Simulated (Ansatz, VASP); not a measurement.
Given: the input of a run of VASP 6.6.1 on Hf.

The input POSCAR:

```
Hf
1.0
    3.2387666662      0.0000000000      0.0000000000
   -1.6193833331      2.8048542099      0.0000000000
    0.0000000000      0.0000000000      5.1243576326
Hf
2
Direct
    0.6666666667      0.3333333333      0.7500000000
    0.3333333333      0.6666666667      0.2500000000
```

Contents of INCAR.step1:

```
SYSTEM = Hf
PREC = Accurate ; ENCUT = 520
EDIFF = 1E-5 ; ISMEAR = -1
SIGMA = 0.05 ; LREAL = .False.
LASPH = .True. ; NELM = 80
ALGO = Normal ; ISIF = 2
LWAVE = .True. ; LCHARG = .False.
GGA = PE ; NBANDS = 17
```

INCAR.step2

```
SYSTEM = Hf
PREC = Accurate ; ENCUT = 520
EDIFF = 1E-6 ; ISMEAR = -1
SIGMA = 0.05 ; LREAL = .False.
LASPH = .True. ; NELM = 80
ALGO = Normal ; ISIF = 2
LWAVE = .False. ; LCHARG = .False.
GGA = B5 ; LHFCALC = .True.
AEXX = 0.2 ; AGGAX = 0.72
AGGAC = 0.81 ; ALDAC = 0.19
PRECFOCK = Normal ; ISTART = 1
NBANDS = 17
```

The input KPOINTS:

```
Automatic mesh
0
Gamma
  5 5 3
  0 0 0
```

Potentials or basis: VASP PAW PBE potentials, release 64 (Hf_pv).

Command:

```console
$ cat potpaw_PBE.64/Hf_pv/POTCAR > POTCAR
$ cp INCAR.step1 INCAR
$ mpirun -np 1 vasp_std > vasp.out
$ cp INCAR.step2 INCAR
$ mpirun -np 1 vasp_std > vasp.out
```

Problem. Translate it to Ansatz 0.2.0. Potentials there: Ansatz PAW.

Solution. As run (the cutoff follows the program's own potentials):

input.yaml

```yaml
crystal:
  lattice:
    - [3.2387666662, 0.0, 0.0]
    - [-1.6193833331, 2.8048542099, 0.0]
    - [0.0, 0.0, 5.1243576326]
  atoms:
    - { symbol: Hf, position: [0.6666666667, 0.3333333333, 0.75] }
    - { symbol: Hf, position: [0.3333333333, 0.6666666667, 0.25] }
hamiltonian:
  xc: b3lyp5
  pseudopotentials: { kind: paw }
kpoints:
  mp_grid: { grid: [5, 5, 3] }
scf:
  occupations: { method: fermi_dirac, width: 0.05 }
output:
  forces: true
  stress: true
  eigenvalues: true
```

Potentials or basis: Ansatz PAW.

Launch:

```sh
$ ansatz run input.yaml --threads 2 --pin off --max-ram 5632MiB --backend cpu --events-out ev --progress --plain --runs-dir out
```

Both were run:

|  | VASP | Ansatz | Ansatz less VASP |
| --- | --- | --- | --- |
| gap on the k mesh at the Fermi level (eV) | none | none | - |
| pressure (GPa) | -2.8 | -1.6 | +1.25 |
| traceless stress, the component that is largest in VASP (GPa) | -0.38 | -0.43 | -0.047 |

VASP's potentials were made for PBE, not for B3LYP5. A gap of «none» marks a metal or a gap that the smearing closes. The functional is the same, so the differences come from potentials, cutoffs and numerics. VASP's potentials hold 20 valence electrons a cell and Ansatz's 52, so a difference there can come from the potentials and not from the codes.

The k mesh is coarse, so the values compare programs but aren't converged. Spin-orbit coupling is off throughout.
